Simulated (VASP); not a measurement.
# Li (Fm-3m) in VASP: further runs

Runs on Li. Level: LDA. Tasks: electric field gradients.

Everything below comes from runs of VASP 6.6.1. Logs are shortened: lines on timing, memory, paths and dates and some standing lists are left out, and cuts for length are marked.

### 1 The cell of the first run

The structure is cubic, space group Fm-3m (No. 225). Conventional cell: a = 4.344 Å, b = 4.344 Å, c = 4.344 Å, α = 90.00°, β = 90.00°, γ = 90.00°. Li (site symmetry m-3m) has 12 Li at 3.07 Å within 4.0 Å.

This isn't the form of Li at room conditions, which is bcc.

### 2 Electric field gradients, LDA (20.50 Å³/atom)

Input file INCAR:

```
SYSTEM = Li
  ALGO = Normal
  EDIFF = 1E-8
  ENCUT = 520
  ISIF = 2
  ISMEAR = -1
  LASPH = .True.
  LCHARG = .False.
  LEFG = .True.
  LREAL = .False.
  LWAVE = .False.
  NBANDS = 8
  NELM = 100
  PREC = Accurate
  SIGMA = 0.05
```

Input file KPOINTS:

```
k-points
0
Gamma
  16 16 16
  0 0 0
```

Input file POSCAR:

```
Li
1.0
    0.0000000000      2.1722395951      2.1722395951
    2.1722395951      0.0000000000      2.1722395951
    2.1722395951      2.1722395951      0.0000000000
Li
1
Direct
    0.0000000000      0.0000000000      0.0000000000
```

Potentials or basis: VASP PAW LDA potentials, release 64 (Li_sv).

The run is started by

```console
> cat potpaw_LDA.64/Li_sv/POTCAR > POTCAR
> mpirun -np 1 vasp_std > vasp.out
```

OUTCAR:

```text
SYSTEM = Li
   EDIFF = 1E-8
   ENCUT = 520
   ISIF = 2
   ISMEAR = -1
   LASPH = .True.
   LREAL = .False.
   NELM = 100
   PREC = Accurate

 ion  position               nearest neighbor table
   1  0.000  0.000  0.000-

  LATTYP: Found a face centered cubic cell.
 ALAT       =     4.3444791902

  Lattice vectors:

 A1 = (   0.0000000000,   2.1722395951,   2.1722395951)
 A2 = (   2.1722395951,   0.0000000000,   2.1722395951)
 A3 = (   2.1722395951,   2.1722395951,   0.0000000000)

Analysis of symmetry for initial positions (statically):
=====================================================================
 Subroutine PRICEL returns:
 Original cell was already a primitive cell.

 Routine SETGRP: Setting up the symmetry group for a
 face centered cubic supercell.

 Subroutine GETGRP returns: Found 48 space group operations
 (whereof 48 operations were pure point group operations)
 out of a pool of 48 trial point group operations.

The static configuration has the point symmetry O_h .

Analysis of symmetry for dynamics (positions and initial velocities):
=====================================================================
 Subroutine PRICEL returns:
 Original cell was already a primitive cell.

 Routine SETGRP: Setting up the symmetry group for a
 face centered cubic supercell.

 Subroutine GETGRP returns: Found 48 space group operations
 (whereof 48 operations were pure point group operations)
 out of a pool of 48 trial point group operations.

The dynamic configuration has the point symmetry O_h .

 Subroutine INISYM returns: Found 48 space group operations
 (whereof 48 operations are pure point group operations),
 and found     1 'primitive' translations

----------------------------------------------------------------------------------------

                                     Primitive cell

  volume of cell :      20.5000

  direct lattice vectors                    reciprocal lattice vectors
     0.000000000  2.172239595  2.172239595    -0.230177187  0.230177187  0.230177187
     2.172239595  0.000000000  2.172239595     0.230177187 -0.230177187  0.230177187
     2.172239595  2.172239595  0.000000000     0.230177187  0.230177187 -0.230177187

  length of vectors
     3.072010696  3.072010696  3.072010696     0.398678583  0.398678583  0.398678583

  position of ions in fractional coordinates (direct lattice)
     0.000000000  0.000000000  0.000000000

  ion indices of the primitive-cell ions
   primitive index   ion index
                 1           1

----------------------------------------------------------------------------------------

 KPOINTS: k-points

Automatic generation of k-mesh.
 Grid dimensions read from file:
 generate k-points for:   16   16   16

 Generating k-lattice:

  Cartesian coordinates                     Fractional coordinates (reciprocal lattice)
    -0.014386074  0.014386074  0.014386074     0.062500000  0.000000000  0.000000000
     0.014386074 -0.014386074  0.014386074     0.000000000  0.062500000  0.000000000
     0.014386074  0.014386074 -0.014386074     0.000000000  0.000000000  0.062500000

  Length of vectors
     0.024917411  0.024917411  0.024917411

  Shift w.r.t. Gamma in fractional coordinates (k-lattice)
     0.000000000  0.000000000  0.000000000

 Subroutine IBZKPT returns following result:
 ===========================================

 Found    145 irreducible k-points:

 Following reciprocal coordinates:
            Coordinates               Weight
  0.000000  0.000000  0.000000      1.000000
  0.062500  0.000000  0.000000      8.000000
  0.125000  0.000000  0.000000      8.000000
  0.187500  0.000000  0.000000      8.000000
  0.250000  0.000000  0.000000      8.000000
  0.312500  0.000000  0.000000      8.000000
[... 16 lines left out ...]
 -0.125000  0.062500  0.000000     24.000000
 -0.062500  0.062500  0.000000     12.000000
 [... further k-points ...]
   k-points           NKPTS =    145   k-points in BZ     NKDIM =    145   number of bands    NBANDS=      8
   number of dos      NEDOS =    301   number of ions     NIONS =      1
   total plane-waves  NPLWV =  13824
   dimension x,y,z NGX =    24 NGY =   24 NGZ =   24
   dimension x,y,z NGXF=    48 NGYF=   48 NGZF=   48
   ions per type =               1
   NGX,Y,Z   is equivalent  to a cutoff of  12.99, 12.99, 12.99 a.u.
   NGXF,Y,Z  is equivalent  to a cutoff of  25.98, 25.98, 25.98 a.u.
 SYSTEM =  Li
   PREC   = accura    normal or accurate (medium, high low for compatibility)
   ISTART =      0    job   : 0-new  1-cont  2-samecut
   ICHARG =      2    charge: 1-file 2-atom 10-const
   ISPIN  =      1    spin polarized calculation?
   LNONCOLLINEAR =      F non collinear calculations
   LSORBIT =      F    spin-orbit coupling
   LASPH  =      T    aspherical Exc in radial PAW
   ENCUT  =  520.0 eV  38.22 Ry    6.18 a.u.   5.71  5.71  5.71*2*pi/ulx,y,z
   NELM   =    100;   NELMIN=  2; NELMDL= -5     # of ELM steps
   EDIFF  = 0.1E-07   stopping-criterion for ELM
   LREAL  =      F    real-space projection
   EDIFFG = 0.1E-06   stopping-criterion for IOM
   NSW    =      0    number of steps for IOM
   IBRION =     -1    ionic relax: 0-MD 1-quasi-New 2-CG
   NFREE  =      0    steps in history (QN), initial steepest desc. (CG)
   ISIF   =      2    stress and relaxation
   ISYM   =      2    0-nonsym 1-usesym 2-fastsym
   POTIM  = 0.5000    time-step for ionic-motion
   TEBEG  =    0.0;   TEEND  =   0.0 temperature during run
   PSTRESS=    0.0 pullay stress
   NELECT =       3.0000    total number of electrons
   NUPDOWN=      -1.0000    fix difference up-down
   EMIN   =  10.00;   EMAX   =-10.00  energy-range for DOS
   EFERMI =   0.00;   METHOD = LEGACY
   ISMEAR =    -1;   SIGMA  =   0.05  broadening in eV -4-tet -1-fermi 0-gaus
   EFERMI_NEDOS =   21; number of points for ismear=-14 and -15
   IALGO  =     38    algorithm
   IMIX   =      4    mixing-type and parameters
     AMIX     =   0.40;   BMIX     =  1.00
     AMIX_MAG =   1.60;   BMIX_MAG =  1.00
  volume/ion in A,a.u.               =      20.50       138.34
  Fermi-wavevector in a.u.,A,eV,Ry     =   0.862709  1.630283 10.126358  0.744266
  Thomas-Fermi vector in A             =   1.980551
   LORBIT       =      0    0 simple, 1 ext, 2 COOP (PROOUT), +10 PAW based schemes
   GGA     = CA    functional components
   LHFCALC =     F    Hartree Fock is set to
   AEXX    =    0.0000 exact exchange contribution
   IVDW    =     0    specifies the selected vdW correction
   LEPSILON=     F    determine dielectric tensor
   LRPA    =     F    only Hartree local field effects (RPA)
 non-spin polarized calculation
  energy-cutoff  :      520.00
  volume of cell :       20.50
 maximum number of plane-waves:       568
   NGX = 11   NGY = 11   NGZ = 11

 number of electron       2.9999997 magnetization

 Free energy of the ion-electron system (eV)
  ---------------------------------------------------
  ext. energy  EPLUGINS =         0.00000000
  ---------------------------------------------------
  free energy    TOTEN  =        -2.04518232 eV

  energy without entropy =       -2.04152418  energy(sigma->0) =       -2.04335325

 E-fermi :   0.5563     XC(G=0):  -7.1155

 val. band max:        0.5485843975   @ k =   0.5000   0.0000   0.0000
 cond. band min:       0.5809363830   @ k =   0.4375   0.3125   0.0000
 fundamental gap:      0.0323519855
 Fermi energy:         0.5563026450

 k-point     1 :       0.0000    0.0000    0.0000
  band No.  band energies     occupation
      1     -45.0821      2.00000
      2      -2.9121      2.00000
      3      14.5671      0.00000
      4      14.5671      0.00000
      5      14.5671      0.00000
      6      18.6802      0.00000
      7      18.6802      0.00000
      8      18.6802      0.00000

 k-point     2 :       0.0625    0.0000    0.0000
  band No.  band energies     occupation
      1     -45.0814      2.00000
      2      -2.8437      2.00000
      3      13.8492      0.00000
      4      14.4172      0.00000
      5      14.4172      0.00000
      6      18.0091      0.00000
      7      18.9501      0.00000
      8      18.9501      0.00000
[... 221 lines left out ...]
 k-point    23 :      -0.1250    0.0625    0.0000
  band No.  band energies     occupation
      1     -45.0779      2.00000
      2      -2.4787      2.00000
      3      11.5510      0.00000
      4      12.9026      0.00000
      5      14.5216      0.00000
      6      17.7778      0.00000
      7      19.3192      0.00000
      8      20.2405      0.00000

 k-point    24 :      -0.0625    0.0625    0.0000
  band No.  band energies     occupation
      1     -45.0802      2.00000
      2      -2.7296      2.00000
      3      13.2329      0.00000
      4      13.4467      0.00000
      5      14.6285      0.00000
      6      17.6622      0.00000
      7      18.9284      0.00000
      8      20.0075      0.00000

 [... further k-points ...]

------------------------ aborting loop because EDIFF is reached ----------------------------------------

  FORCE on cell =-STRESS in cart. coord.  units (eV):
  Direction    XX          YY          ZZ          XY          YZ          ZX
  --------------------------------------------------------------------------------------
  -------------------------------------------------------------------------------------
  Total       -0.1453374     -0.1453374     -0.1453374      0.0000000      0.0000000     -0.0000000
  in kB      -11.3588584    -11.3588584    -11.3588584      0.0000000      0.0000000     -0.0000000
  external PRESSURE =     -11.3588584 kB  Pullay stress =       0.0000000 kB

 VOLUME and BASIS-vectors are now :
 -----------------------------------------------------------------------------
  energy-cutoff  :      520.00
  volume of cell :       20.50
      direct lattice vectors                 reciprocal lattice vectors
     0.000000000  2.172239595  2.172239595    -0.230177187  0.230177187  0.230177187
     2.172239595  0.000000000  2.172239595     0.230177187 -0.230177187  0.230177187
     2.172239595  2.172239595  0.000000000     0.230177187  0.230177187 -0.230177187

 POSITION                                       TOTAL-FORCE (eV/Angst)
 -----------------------------------------------------------------------------------
      0.00000      0.00000      0.00000         0.000000      0.000000      0.000000
 -----------------------------------------------------------------------------------
    total drift:                               -0.000000      0.000000     -0.000000

  FREE ENERGIE OF THE ION-ELECTRON SYSTEM (eV)
  ---------------------------------------------------
  free  energy   TOTEN  =        -2.0451823184 eV

  energy  without entropy=       -2.0415241837  energy(sigma->0) =       -2.04335325

 Electric field gradients (V/A^2)
---------------------------------------------------------------------
 ion       V_xx      V_yy      V_zz      V_xy      V_xz      V_yz
---------------------------------------------------------------------
   1       0.000     0.000     0.000    -0.000    -0.000    -0.000
---------------------------------------------------------------------

 Electric field gradients after diagonalization (V/A^2)
 (convention: |V_zz| > |V_xx| > |V_yy|)
----------------------------------------------------------------------
 ion       V_xx      V_yy      V_zz     asymmetry (V_yy - V_xx)/ V_zz
----------------------------------------------------------------------
   1       0.000     0.000    -0.001       0.000
----------------------------------------------------------------------

           NMR quadrupolar parameters

 Cq : quadrupolar parameter    Cq=e*Q*V_zz/h
 eta: asymmetry parameters     (V_yy - V_xx)/ V_zz
 Q  : nuclear electric quadrupole moment in mb (millibarn)
----------------------------------------------------------------------
 ion       Cq(MHz)       eta       Q (mb)
----------------------------------------------------------------------
   1      -0.000       0.000       1.000
----------------------------------------------------------------------
```

Run time: 19 s. Hardware: 1 thread of Intel Xeon Platinum 8259CL at 2.50GHz (Skylake/Cascade Lake), shared host; peak memory 0.13 GiB.

Results:

```yaml
Free_energy: -2.0452 eV
Band_gap_on_the_k_mesh: zero (an odd number of electrons rules out a gap without spin polarisation)
Largest_electric_field_gradient_by_atom: zero within the noise of the run
```

Caveat: the cutoff is under 1.25 times the usual one of these potentials, so pressure, stress and relaxed cells hold a basis-set (Pulay) error.

### 3 Electric field gradients, LDA (20.50 Å³/atom)

Input file INCAR:

```
SYSTEM = Li
  PREC = Accurate
  ENCUT = 520
  EDIFF = 1E-8
  ISMEAR = -1
  SIGMA = 0.05
  LREAL = .FALSE.
  LASPH = .TRUE.
  NELM = 100
  ALGO = Normal
  ISIF = 2
  LWAVE = .FALSE.
  LCHARG = .FALSE.
  GGA = CA
  LEFG = .TRUE.
  NBANDS = 8
```

Input file KPOINTS:

```
regular mesh
0
G
  16 16 16
  0 0 0
```

POSCAR is that of step 2.

Potentials or basis: VASP PAW LDA potentials, release 64 (Li_sv).

The run is started by

```console
> cat potpaw_LDA.64/Li_sv/POTCAR > POTCAR
> mpirun -np 1 vasp_std > vasp.out
```

OUTCAR:

```text
SYSTEM = Li
   PREC = Accurate
   ENCUT = 520
   EDIFF = 1E-8
   ISMEAR = -1
   LREAL = .FALSE.
   LASPH = .TRUE.
   NELM = 100
   ISIF = 2
   GGA = CA

 ion  position               nearest neighbor table
   1  0.000  0.000  0.000-

  LATTYP: Found a face centered cubic cell.
 ALAT       =     4.3444791902

  Lattice vectors:

 A1 = (   0.0000000000,   2.1722395951,   2.1722395951)
 A2 = (   2.1722395951,   0.0000000000,   2.1722395951)
 A3 = (   2.1722395951,   2.1722395951,   0.0000000000)

[... 467 lines left out ...]
    total drift:                               -0.000000      0.000000     -0.000000

  FREE ENERGIE OF THE ION-ELECTRON SYSTEM (eV)
  ---------------------------------------------------
  free  energy   TOTEN  =        -2.0451823184 eV

  energy  without entropy=       -2.0415241837  energy(sigma->0) =       -2.04335325

 Electric field gradients (V/A^2)
---------------------------------------------------------------------
 ion       V_xx      V_yy      V_zz      V_xy      V_xz      V_yz
---------------------------------------------------------------------
   1       0.000     0.000     0.000    -0.000    -0.000    -0.000
---------------------------------------------------------------------

 Electric field gradients after diagonalization (V/A^2)
 (convention: |V_zz| > |V_xx| > |V_yy|)
----------------------------------------------------------------------
 ion       V_xx      V_yy      V_zz     asymmetry (V_yy - V_xx)/ V_zz
----------------------------------------------------------------------
   1       0.000     0.000    -0.001       0.000
----------------------------------------------------------------------

           NMR quadrupolar parameters

 Cq : quadrupolar parameter    Cq=e*Q*V_zz/h
 eta: asymmetry parameters     (V_yy - V_xx)/ V_zz
 Q  : nuclear electric quadrupole moment in mb (millibarn)
----------------------------------------------------------------------
 ion       Cq(MHz)       eta       Q (mb)
----------------------------------------------------------------------
   1      -0.000       0.000       1.000
----------------------------------------------------------------------
```

stdout:

```text
POSCAR found type information on POSCAR Li
 POSCAR found :  1 types and       1 ions
 scaLAPACK will be used
 LDA part: xc-table for (Slater(with rela. corr.)+CA(PZ))
 , standard interpolation
 POSCAR, INCAR and KPOINTS ok, starting setup
 FFT: planning ... GRIDC
 FFT: planning ... GRID_SOFT
 FFT: planning ... GRID
 WAVECAR not read
 entering main loop
ion   1
```

Run time: 18 s. Hardware: 1 thread of Intel Xeon Platinum 8259CL at 2.50GHz (Skylake/Cascade Lake), shared host; peak memory 0.12 GiB.

What came out:

- Free energy: -2.0452 eV
- Band gap on the k mesh: zero (an odd number of electrons rules out a gap without spin polarisation)
- Largest electric field gradient by atom: zero within the noise of the run

Caveat: the cutoff is under 1.25 times the usual one of these potentials, so pressure, stress and relaxed cells hold a basis-set (Pulay) error.
